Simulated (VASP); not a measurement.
# Ti (P6_3/mmc) in VASP: notebook, part 2 of 2

VASP 6.6.1. The steps go on from the part before.

## (3) Electric field gradients, LDA

INCAR

```
PREC = Accurate ; ENCUT = 400
EDIFF = 1E-8 ; ISMEAR = -1
SIGMA = 0.05 ; LREAL = False
LASPH = True ; NELM = 120
ALGO = Normal ; ISIF = 2
LWAVE = False ; LCHARG = False
GGA = CA ; LEFG = True
NBANDS = 19 ; GGA_COMPAT = False
```

KPOINTS

```
Automatic mesh
0
Gamma
  18 18 10
```

POSCAR

```
Ti
1.0
    2.9499978604      0.0000000000      0.0000000000
   -1.4749989302      2.5547730882      0.0000000000
    0.0000000000      0.0000000000      4.6860000000
Ti
2
Direct
    0.3333333333      0.6666666667      0.2500000000
    0.6666666667      0.3333333333      0.7500000000
```

Potentials or basis: VASP PAW LDA potentials, release 64 (Ti_sv).

Launch:

```bash
$ cat potpaw_LDA.64/Ti_sv/POTCAR > POTCAR
$ mpirun -np 1 vasp_std > vasp.out
```

OUTCAR:

```text
PREC = Accurate
   ENCUT = 400
   EDIFF = 1E-8
   ISMEAR = -1
   LREAL = False
   LASPH = True
   NELM = 120
   ISIF = 2
   GGA = CA

 ion  position               nearest neighbor table
   1  0.333  0.667  0.250-   2 2.90   2 2.90   2 2.90   2 2.90   2 2.90   2 2.90
   2  0.667  0.333  0.750-   1 2.90   1 2.90   1 2.90   1 2.90   1 2.90   1 2.90

  LATTYP: Found a hexagonal cell.
 ALAT       =     2.9499978604
 C/A-ratio  =     1.5884757284

  Lattice vectors:

 A1 = (   2.9499978604,   0.0000000000,   0.0000000000)
 A2 = (  -1.4749989302,   2.5547730882,   0.0000000000)
 A3 = (   0.0000000000,   0.0000000000,   4.6860000000)

Analysis of symmetry for initial positions (statically):
=====================================================================
 Subroutine PRICEL returns:
 Original cell was already a primitive cell.

 Routine SETGRP: Setting up the symmetry group for a
[... 719 lines left out ...]
  energy-cutoff  :      400.00
  volume of cell :       35.32
      direct lattice vectors                 reciprocal lattice vectors
     2.949997860  0.000000000  0.000000000     0.338983297  0.195712098  0.000000000
    -1.474998930  2.554773088  0.000000000     0.000000000  0.391424195  0.000000000
     0.000000000  0.000000000  4.686000000     0.000000000  0.000000000  0.213401622

 POSITION                                       TOTAL-FORCE (eV/Angst)
 -----------------------------------------------------------------------------------
     -0.00000      1.70318      1.17150         0.000000      0.000000      0.000000
      1.47500      0.85159      3.51450        -0.000000     -0.000000      0.000000
 -----------------------------------------------------------------------------------
    total drift:                               -0.000000      0.000000     -0.000000

  FREE ENERGIE OF THE ION-ELECTRON SYSTEM (eV)
  ---------------------------------------------------
  free  energy   TOTEN  =       -16.9908994216 eV

  energy  without entropy=      -16.9727543996  energy(sigma->0) =      -16.98182691

 Electric field gradients (V/A^2)
---------------------------------------------------------------------
 ion       V_xx      V_yy      V_zz      V_xy      V_xz      V_yz
---------------------------------------------------------------------
   1      -8.674    -8.671    17.345     0.003     0.000    -0.000
   2      -8.674    -8.671    17.345     0.003    -0.000     0.000
---------------------------------------------------------------------

 Electric field gradients after diagonalization (V/A^2)
 (convention: |V_zz| > |V_xx| > |V_yy|)
----------------------------------------------------------------------
 ion       V_xx      V_yy      V_zz     asymmetry (V_yy - V_xx)/ V_zz
----------------------------------------------------------------------
   1      -8.676    -8.670    17.345       0.000
   2      -8.676    -8.670    17.345       0.000
----------------------------------------------------------------------

           NMR quadrupolar parameters

 Cq : quadrupolar parameter    Cq=e*Q*V_zz/h
 eta: asymmetry parameters     (V_yy - V_xx)/ V_zz
 Q  : nuclear electric quadrupole moment in mb (millibarn)
----------------------------------------------------------------------
 ion       Cq(MHz)       eta       Q (mb)
----------------------------------------------------------------------
   1       0.042       0.000       1.000
   2       0.042       0.000       1.000
----------------------------------------------------------------------
```

OSZICAR:

```text
N       E                     dE             d eps       ncg     rms          rms(c)
DAV:   1     0.236960121108E+03    0.23696E+03   -0.11349E+04  8476   0.133E+03
DAV:   2     0.905517496828E+01   -0.22790E+03   -0.22422E+03  8754   0.400E+02
DAV:   3    -0.182099392533E+02   -0.27265E+02   -0.26945E+02 15896   0.115E+02
DAV:   4    -0.191858931708E+02   -0.97595E+00   -0.97474E+00  9724   0.226E+01
DAV:   5    -0.192258255027E+02   -0.39932E-01   -0.39929E-01 12531   0.332E+00    0.115E+01
DAV:   6    -0.170147504046E+02    0.22111E+01   -0.81698E+00  9801   0.275E+01    0.274E+00
DAV:   7    -0.169846855795E+02    0.30065E-01   -0.64362E-01 12587   0.530E+00    0.194E+00
DAV:   8    -0.169973480768E+02   -0.12662E-01   -0.17226E-01  9114   0.509E+00    0.640E-01
DAV:   9    -0.169905579949E+02    0.67901E-02   -0.37042E-02  9579   0.201E+00    0.563E-02
DAV:  10    -0.169908715804E+02   -0.31359E-03   -0.22606E-03 12443   0.262E-01    0.822E-02
DAV:  11    -0.169909054622E+02   -0.33882E-04   -0.10069E-04  9505   0.746E-02    0.381E-02
DAV:  12    -0.169908989702E+02    0.64920E-05   -0.38672E-05  9486   0.519E-02    0.254E-03
DAV:  13    -0.169908992801E+02   -0.30993E-06   -0.14435E-06 10903   0.867E-03    0.190E-03
DAV:  14    -0.169908994653E+02   -0.18516E-06   -0.20470E-07 10874   0.313E-03    0.772E-04
DAV:  15    -0.169908994423E+02    0.22947E-07   -0.10135E-08  6309   0.903E-04    0.163E-04
DAV:  16    -0.169908994229E+02    0.19443E-07   -0.14819E-09  4608   0.442E-04    0.130E-05
DAV:  17    -0.169908994216E+02    0.12906E-08   -0.40330E-10  4521   0.208E-04
   1 F= -.16990899E+02 E0= -.16981827E+02  d E =-.181450E-01
```

stdout:

```text
POSCAR found type information on POSCAR Ti
 POSCAR found :  1 types and       2 ions
 scaLAPACK will be used
 LDA part: xc-table for (Slater(with rela. corr.)+CA(PZ))
 , standard interpolation
 POSCAR, INCAR and KPOINTS ok, starting setup
 FFT: planning ... GRIDC
 FFT: planning ... GRID_SOFT
 FFT: planning ... GRID
 WAVECAR not read
 entering main loop
ion   1

ion   2
```

It took 42 s on 1 thread of Intel Xeon 6975P-C (Granite Rapids), shared host; peak memory 0.19 GiB.

Results:

| Property | Result |
| --- | --- |
| Free energy | -16.9909 eV |
| Pressure | -10.7 GPa |
| Band gap on the k mesh | zero (band 12 reaches 8.66 eV, above the bottom of band 13 at 7.61 eV) |

Stress tensor (GPa, compression positive):
```
-10.48   0.00   0.00
  0.00 -10.48   0.00
  0.00   0.00 -11.08
```

Levels at points of the mesh, in eV from the Fermi level:
```
           k point  band 9  band 10  band 11  band 12  band 13  band 14  band 15  band 16
(0.00, 0.00, 0.00)   -6.06    -2.63     0.74     0.74     0.81     0.84     1.22     1.22
(0.50, 0.00, 0.00)   -2.29    -2.11    -1.81    -0.55     0.45     0.59     1.13     3.27
(0.00, 0.00, 0.50)   -4.24    -4.24     0.08     0.08     0.65     0.65     0.65     0.65
(0.50, 0.00, 0.50)   -2.49    -2.49    -0.80    -0.80     1.35     1.35     1.67     1.67
```

Electric field gradients, principal values (V/Å²):
| atom | least | middle | greatest (by size) |
| --- | --- | --- | --- |
| 1 Ti | -8.670 | -8.676 | 17.345 |
| 2 Ti | -8.670 | -8.676 | 17.345 |

Caveat: without QUAD_EFG the Cq values of the log hold for a quadrupole moment of 1 mb, not for the nuclei.

## (4) Electric field gradients, PBEsol

INCAR

```
ALGO = Normal ; EDIFF = 1E-8
ENCUT = 400 ; GGA = PS
GGA_COMPAT = F ; ISIF = 2
ISMEAR = -1 ; LASPH = T
LCHARG = F ; LEFG = T
LREAL = F ; LWAVE = F
NBANDS = 19 ; NELM = 120
PREC = Accurate ; SIGMA = 0.05
```

KPOINTS

```
k-points
0
Gamma
  18 18 10
```

POSCAR is that of step 3.

Potentials or basis: VASP PAW PBE potentials, release 64 (Ti_sv).

Launch:

```bash
$ cat potpaw_PBE.64/Ti_sv/POTCAR > POTCAR
$ mpirun -np 1 vasp_std > vasp.out
```

OUTCAR:

```text
EDIFF = 1E-8
   ENCUT = 400
   GGA = PS
   ISIF = 2
   ISMEAR = -1
   LASPH = T
   LREAL = F
   NELM = 120
   PREC = Accurate

 ion  position               nearest neighbor table
   1  0.333  0.667  0.250-   2 2.90   2 2.90   2 2.90   2 2.90   2 2.90   2 2.90
   2  0.667  0.333  0.750-   1 2.90   1 2.90   1 2.90   1 2.90   1 2.90   1 2.90

  LATTYP: Found a hexagonal cell.
 ALAT       =     2.9499978604
 C/A-ratio  =     1.5884757284

  Lattice vectors:

[... 742 lines left out ...]

  FREE ENERGIE OF THE ION-ELECTRON SYSTEM (eV)
  ---------------------------------------------------
  free  energy   TOTEN  =       -16.6356104863 eV

  energy  without entropy=      -16.6181387474  energy(sigma->0) =      -16.62687462

 Electric field gradients (V/A^2)
---------------------------------------------------------------------
 ion       V_xx      V_yy      V_zz      V_xy      V_xz      V_yz
---------------------------------------------------------------------
   1      -8.440    -8.437    16.877     0.003     0.000    -0.000
   2      -8.440    -8.437    16.877     0.003    -0.000     0.000
---------------------------------------------------------------------

 Electric field gradients after diagonalization (V/A^2)
 (convention: |V_zz| > |V_xx| > |V_yy|)
----------------------------------------------------------------------
 ion       V_xx      V_yy      V_zz     asymmetry (V_yy - V_xx)/ V_zz
----------------------------------------------------------------------
   1      -8.442    -8.436    16.877       0.000
   2      -8.442    -8.436    16.877       0.000
----------------------------------------------------------------------

           NMR quadrupolar parameters

 Cq : quadrupolar parameter    Cq=e*Q*V_zz/h
 eta: asymmetry parameters     (V_yy - V_xx)/ V_zz
 Q  : nuclear electric quadrupole moment in mb (millibarn)
----------------------------------------------------------------------
 ion       Cq(MHz)       eta       Q (mb)
----------------------------------------------------------------------
   1       0.041       0.000       1.000
   2       0.041       0.000       1.000
----------------------------------------------------------------------
```

OSZICAR:

```text
N       E                     dE             d eps       ncg     rms          rms(c)
DAV:   1     0.238317648576E+03    0.23832E+03   -0.11324E+04  8476   0.134E+03
DAV:   2     0.960779314715E+01   -0.22871E+03   -0.22497E+03  8724   0.401E+02
DAV:   3    -0.180181596854E+02   -0.27626E+02   -0.27308E+02 15885   0.116E+02
[... 11 lines left out ...]
DAV:  15    -0.166356106244E+02   -0.16452E-06   -0.16589E-08  6597   0.102E-03    0.523E-04
DAV:  16    -0.166356105502E+02    0.74179E-07   -0.45366E-09  4644   0.620E-04    0.103E-04
DAV:  17    -0.166356105077E+02    0.42494E-07   -0.11155E-09  4560   0.315E-04    0.253E-05
DAV:  18    -0.166356104919E+02    0.15765E-07   -0.40955E-10  4431   0.184E-04    0.738E-06
DAV:  19    -0.166356104863E+02    0.56166E-08   -0.17131E-10  4380   0.110E-04
   1 F= -.16635610E+02 E0= -.16626875E+02  d E =-.174717E-01
```

stdout:

```text
POSCAR found type information on POSCAR Ti
 POSCAR found :  1 types and       2 ions
 scaLAPACK will be used
 -----------------------------------------------------------------------------
|                                                                             |
|                                                                             |
|     You enforced a specific xc type in the INCAR file but a different       |
|     I HOPE YOU KNOW WHAT YOU ARE DOING!                                     |
|                                                                             |
 -----------------------------------------------------------------------------

 LDA part: xc-table for (Slater+PW92), standard interpolation
 POSCAR, INCAR and KPOINTS ok, starting setup
 FFT: planning ... GRIDC
 FFT: planning ... GRID_SOFT
 FFT: planning ... GRID
 WAVECAR not read
 entering main loop
ion   1

ion   2
```

Run time: 47 s. Hardware: 1 thread of Intel Xeon 6975P-C (Granite Rapids), shared host; peak memory 0.2 GiB.

Results:

| Quantity | Value |
| --- | --- |
| Free energy | -16.6356 eV |
| Pressure | -6.8 GPa |
| Band gap on the k mesh | zero (band 12 reaches 8.81 eV, above the bottom of band 13 at 7.71 eV) |

Electric field gradients, principal values (V/Å²):
```csv
atom,least,middle,greatest (by size)
1 Ti,-8.436,-8.442,16.877
2 Ti,-8.436,-8.442,16.877
```

Caveat: without QUAD_EFG the Cq values of the log hold for a quadrupole moment of 1 mb, not for the nuclei; the PAW data sets were made with another functional, which shifts forces and pressure a little.

## (5) Overview

| level | potentials or basis | k mesh | smearing | gap on the mesh (eV) | pressure (GPa) |
| --- | --- | --- | --- | --- | --- |
| PBE | VASP PAW PBE potentials, release 64 (Ti_sv) | 17 × 17 × 9 | fermi-dirac 0.02 eV | none | -2.7 |
| LDA | VASP PAW LDA potentials, release 64 (Ti_sv) | 18 × 18 × 10 | fermi-dirac 0.05 eV | none | -10.7 |
| PBEsol | VASP PAW PBE potentials, release 64 (Ti_sv) | 18 × 18 × 10 | fermi-dirac 0.05 eV | none | -6.8 |

Alike in all rows: task electric field gradients; no spin polarisation; cell as given; cutoff (eV) 400.

Caveats: the PAW data sets were made with another functional, which shifts forces and pressure a little (some runs).

Absolute energies hang on the potentials; compare differences alone.
